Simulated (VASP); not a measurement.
# CdF2 (Fm-3m) in VASP: notebook

The runs below take CdF2 through single point, vibrations by perturbation theory, with PBE.

Everything below comes from runs of VASP 6.6.1. Logs are shortened: lines on timing, memory, paths and dates and some standing lists are left out, and cuts for length are marked.

**1. The cell of the first run**

The structure is cubic, space group Fm-3m (No. 225). Conventional cell: a = 5.481 Å, b = 5.481 Å, c = 5.481 Å, α = 90.00°, β = 90.00°, γ = 90.00°. Within 3.1 Å of Cd (site symmetry m-3m) lie 8 F at 2.37 Å. F (site symmetry -43m) has 4 Cd at 2.37 Å and 6 F at 2.74 Å within 3.1 Å.

**2. Single point, PBE**

Contents of POSCAR:

```
CdF2
1.0
    0.0000000000      2.7406778771      2.7406778771
    2.7406778771      0.0000000000      2.7406778771
    2.7406778771      2.7406778771      0.0000000000
Cd F
1 2
Direct
    0.5000000000      0.5000000000      0.5000000000
    0.2500000000      0.2500000000      0.2500000000
    0.7500000000      0.7500000000      0.7500000000
```

Contents of INCAR.step1:

```
PREC = Accurate
ENCUT = 520
EDIFF = 1E-6
ISMEAR = 0
SIGMA = 0.02
LREAL = False
LASPH = True
NELM = 100
ALGO = Normal
ISIF = 2
LWAVE = False
LCHARG = True
GGA = PE
NBANDS = 20
```

Contents of KPOINTS.step1:

```
Automatic mesh
0
Gamma
  8 8 8
```

Contents of INCAR.step2:

```
PREC = Accurate
ENCUT = 520
EDIFF = 1E-6
ISMEAR = -5
SIGMA = 0.02
LREAL = False
LASPH = True
NELM = 100
ALGO = Normal
ISIF = 2
LWAVE = False
LCHARG = False
GGA = PE
LORBIT = 11
NEDOS = 2001
ICHARG = 11
```

Contents of KPOINTS.step2:

```
Automatic mesh
0
Gamma
  12 12 12
```

Potentials or basis: VASP PAW PBE potentials, release 64 (Cd, F).

Launch:

```
$ cat potpaw_PBE.64/Cd/POTCAR potpaw_PBE.64/F/POTCAR > POTCAR
$ cp INCAR.step1 INCAR
$ cp KPOINTS.step1 KPOINTS
$ mpirun -np 1 vasp_std > vasp.out
$ cp INCAR.step2 INCAR
$ cp KPOINTS.step2 KPOINTS
$ mpirun -np 1 vasp_std > vasp.out
```

OUTCAR:

```text
PREC = Accurate
   ENCUT = 520
   EDIFF = 1E-6
   ISMEAR = -5
   LREAL = False
   LASPH = True
   NELM = 100
   ISIF = 2
   GGA = PE
   LORBIT = 11
   ICHARG = 11

 ion  position               nearest neighbor table
   1  0.500  0.500  0.500-   2 2.37   3 2.37   2 2.37   2 2.37   2 2.37   3 2.37   3 2.37   3 2.37

   2  0.250  0.250  0.250-   1 2.37   1 2.37   1 2.37   1 2.37
   3  0.750  0.750  0.750-   1 2.37   1 2.37   1 2.37   1 2.37

  LATTYP: Found a face centered cubic cell.
 ALAT       =     5.4813557542

  Lattice vectors:

 A1 = (   0.0000000000,   2.7406778771,   2.7406778771)
 A2 = (   2.7406778771,   0.0000000000,   2.7406778771)
 A3 = (   2.7406778771,   2.7406778771,   0.0000000000)

Analysis of symmetry for initial positions (statically):
=====================================================================
 Subroutine PRICEL returns:
 Original cell was already a primitive cell.

 Routine SETGRP: Setting up the symmetry group for a
 face centered cubic supercell.

 Subroutine GETGRP returns: Found 48 space group operations
 (whereof 48 operations were pure point group operations)
 out of a pool of 48 trial point group operations.

The static configuration has the point symmetry O_h .

Analysis of symmetry for dynamics (positions and initial velocities):
=====================================================================
 Subroutine PRICEL returns:
 Original cell was already a primitive cell.

 Routine SETGRP: Setting up the symmetry group for a
 face centered cubic supercell.

 Subroutine GETGRP returns: Found 48 space group operations
 (whereof 48 operations were pure point group operations)
 out of a pool of 48 trial point group operations.

The dynamic configuration has the point symmetry O_h .

 Subroutine INISYM returns: Found 48 space group operations
 (whereof 48 operations are pure point group operations),
 and found     1 'primitive' translations

----------------------------------------------------------------------------------------

                                     Primitive cell

  volume of cell :      41.1722

  direct lattice vectors                    reciprocal lattice vectors
     0.000000000  2.740677877  2.740677877    -0.182436617  0.182436617  0.182436617
     2.740677877  0.000000000  2.740677877     0.182436617 -0.182436617  0.182436617
[... 84 lines left out ...]
   LNONCOLLINEAR =      F non collinear calculations
   LSORBIT =      F    spin-orbit coupling
   LASPH  =      T    aspherical Exc in radial PAW
   ENCUT  =  520.0 eV  38.22 Ry    6.18 a.u.   7.21  7.21  7.21*2*pi/ulx,y,z
   NELM   =    100;   NELMIN=  2; NELMDL=  0     # of ELM steps
   EDIFF  = 0.1E-05   stopping-criterion for ELM
   LREAL  =      F    real-space projection
[... 7 lines left out ...]
   TEBEG  =    0.0;   TEEND  =   0.0 temperature during run
   PSTRESS=    0.0 pullay stress
   NELECT =      26.0000    total number of electrons
   NUPDOWN=      -1.0000    fix difference up-down
   EMIN   =  10.00;   EMAX   =-10.00  energy-range for DOS
   EFERMI =   0.00;   METHOD = LEGACY
   ISMEAR =    -5;   SIGMA  =   0.02  broadening in eV -4-tet -1-fermi 0-gaus
   EFERMI_NEDOS =   21; number of points for ismear=-14 and -15
   IALGO  =     38    algorithm
   IMIX   =      4    mixing-type and parameters
     AMIX     =   0.40;   BMIX     =  1.00
     AMIX_MAG =   1.60;   BMIX_MAG =  1.00
  volume/ion in A,a.u.               =      13.72        92.61
  Fermi-wavevector in a.u.,A,eV,Ry     =   1.404531  2.654178 26.840308  1.972707
  Thomas-Fermi vector in A             =   2.527083
   LORBIT       =     11    0 simple, 1 ext, 2 COOP (PROOUT), +10 PAW based schemes
   GGA     = PE    functional components
   LHFCALC =     F    Hartree Fock is set to
   AEXX    =    0.0000 exact exchange contribution
   IVDW    =     0    specifies the selected vdW correction
   LEPSILON=     F    determine dielectric tensor
   LRPA    =     F    only Hartree local field effects (RPA)
 non-spin polarized calculation
 Fermi weights with tetrahedron method with Bloechl corrections
  energy-cutoff  :      520.00
  volume of cell :       41.17
 maximum number of plane-waves:      1125
 NGX is ok and might be reduce to    30

 number of electron      25.9999995 magnetization

 Free energy of the ion-electron system (eV)
  ---------------------------------------------------
  ext. energy  EPLUGINS =         0.00000000
  ---------------------------------------------------
  free energy    TOTEN  =       -10.90547039 eV

  energy without entropy =      -10.90547039  energy(sigma->0) =      -10.90547039

 E-fermi :  -1.6687     XC(G=0): -10.1347

 val. band max:       -1.6846905472   @ k =  -0.2500   0.5000   0.2500
 cond. band min:       1.2019304116   @ k =   0.0000   0.0000   0.0000
 fundamental gap:      2.8866209588
 Fermi energy:        -1.6686805081

 k-point     1 :       0.0000    0.0000    0.0000
  band No.  band energies     occupation
      1     -22.2161      2.00000
      2     -21.2484      2.00000
      3      -7.1676      2.00000
      4      -7.1676      2.00000
      5      -7.1676      2.00000
      6      -6.1635      2.00000
[... 457 lines left out ...]
      4      -6.7592      2.00000
      5      -6.1663      2.00000
      6      -6.1463      2.00000
[... 9 lines left out ...]
     16      11.1899      0.00000
     17      12.4006      0.00000

 [... further k-points ...]
[... 5 lines left out ...]
  --------------------------------------------------------------------------------------
  -------------------------------------------------------------------------------------
  Total        0.1317625      0.1317625      0.1317625      0.0000000      0.0000000      0.0000000
  in kB        5.1274145      5.1274145      5.1274145      0.0000000      0.0000000      0.0000000
  external PRESSURE =       5.1274145 kB  Pullay stress =       0.0000000 kB

 VOLUME and BASIS-vectors are now :
 -----------------------------------------------------------------------------
  energy-cutoff  :      520.00
  volume of cell :       41.17
      direct lattice vectors                 reciprocal lattice vectors
     0.000000000  2.740677877  2.740677877    -0.182436617  0.182436617  0.182436617
     2.740677877  0.000000000  2.740677877     0.182436617 -0.182436617  0.182436617
     2.740677877  2.740677877  0.000000000     0.182436617  0.182436617 -0.182436617

 POSITION                                       TOTAL-FORCE (eV/Angst)
 -----------------------------------------------------------------------------------
      2.74068      2.74068      2.74068        -0.000000      0.000000     -0.000000
      1.37034      1.37034      1.37034        -0.000000     -0.000000      0.000000
      4.11102      4.11102      4.11102         0.000000      0.000000     -0.000000
 -----------------------------------------------------------------------------------
    total drift:                                0.000000     -0.000000      0.000000

  FREE ENERGIE OF THE ION-ELECTRON SYSTEM (eV)
  ---------------------------------------------------
  free  energy   TOTEN  =       -10.9054703945 eV

  energy  without entropy=      -10.9054703945  energy(sigma->0) =      -10.90547039

 total charge

# of ion       s       p       d       tot
------------------------------------------
    1        0.223   0.177   9.679  10.079
    2        1.739   4.330   0.000   6.069
    3        1.739   4.330   0.000   6.069
--------------------------------------------------
tot          3.701   8.838   9.679  22.218
```

OUTCAR.step1:

```text
PREC = Accurate
   ENCUT = 520
   EDIFF = 1E-6
   ISMEAR = 0
   LREAL = False
[... 779 lines left out ...]
      2.74068      2.74068      2.74068         0.000000      0.000000     -0.000000
      1.37034      1.37034      1.37034        -0.000000     -0.000000      0.000000
      4.11102      4.11102      4.11102         0.000000      0.000000      0.000000
 -----------------------------------------------------------------------------------
    total drift:                                0.000000     -0.000000      0.000000

  FREE ENERGIE OF THE ION-ELECTRON SYSTEM (eV)
  ---------------------------------------------------
  free  energy   TOTEN  =       -10.9052246653 eV

  energy  without entropy=      -10.9052246653  energy(sigma->0) =      -10.90522467
```

OSZICAR.step1:

```text
N       E                     dE             d eps       ncg     rms          rms(c)
DAV:   1     0.205356392497E+03    0.20536E+03   -0.15306E+04  1160   0.131E+03
DAV:   2    -0.340167576394E+01   -0.20876E+03   -0.20010E+03  1284   0.346E+02
DAV:   3    -0.126459886790E+02   -0.92443E+01   -0.92221E+01  1360   0.794E+01
DAV:   4    -0.126878999944E+02   -0.41911E-01   -0.41910E-01  1220   0.543E+00
DAV:   5    -0.126880612335E+02   -0.16124E-03   -0.16124E-03  1328   0.299E-01    0.964E+00
DAV:   6    -0.108782971727E+02    0.18098E+01   -0.41804E+00  1472   0.390E+01    0.689E+00
DAV:   7    -0.109243323387E+02   -0.46035E-01   -0.93740E-01  1180   0.865E+00    0.391E+00
DAV:   8    -0.109144059711E+02    0.99264E-02   -0.15725E-01  1192   0.356E+00    0.748E-01
DAV:   9    -0.109045415590E+02    0.98644E-02   -0.37529E-02  1384   0.221E+00    0.960E-02
DAV:  10    -0.109050932104E+02   -0.55165E-03   -0.30305E-03  1208   0.636E-01    0.128E-01
DAV:  11    -0.109052014093E+02   -0.10820E-03   -0.20865E-04  1236   0.148E-01    0.461E-02
DAV:  12    -0.109052231746E+02   -0.21765E-04   -0.68637E-05  1184   0.693E-02    0.186E-02
DAV:  13    -0.109052250759E+02   -0.19013E-05   -0.97868E-06  1236   0.255E-02    0.491E-03
DAV:  14    -0.109052246653E+02    0.41066E-06   -0.11588E-06   996   0.131E-02
   1 F= -.10905225E+02 E0= -.10905225E+02  d E =-.739863E-50
```

It took 30 s on 1 thread of Intel Xeon 6975P-C (Granite Rapids), shared host; peak memory 0.19 GiB.

What came out:

```
Valence electrons inside the program's atomic spheres : Cd 10.08; F 6.07
```

(Part 1 of 2 ends here.)
